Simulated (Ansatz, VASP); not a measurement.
# Mg2SO in VASP and in Ansatz

```
O Mg S
1.0
     3.59756    0.00000    0.00000
     0.00000    3.59756    0.00000
     0.00000    0.00000    4.63432
O Mg S
1 2 1
Direct
  0.00000 0.00000 0.00000
  0.00000 0.00000 0.50000
  0.50000 0.50000 0.00000
  0.50000 0.50000 0.50000
```

Change from the starting cell: epitaxial_xy strain +5.5%.

Alike in both runs: task single point; functional PBE; k mesh 8 × 8 × 6; occupations fermi-dirac, width 0.02 eV; no spin polarisation.

```csv
,VASP,Ansatz
version,VASP 6.6.1,Ansatz 0.2.0
potentials or method,"VASP PAW PBE potentials, release 64 (O, Mg, S)","plane waves, PAW"
plane-wave cutoff (eV),520,420
valence electrons in the cell,16,32
```

Ansatz gave:

- gap on the k mesh at the Fermi level (eV): 2.80
- pressure (GPa): -3.4

**Question.** Which values does VASP return?

**Answer.** gap on the k mesh at the Fermi level (eV): 2.79; pressure (GPa): -3.8.

VASP's potentials hold 16 valence electrons a cell and Ansatz's 32, so a difference there can come from the potentials and not from the codes.
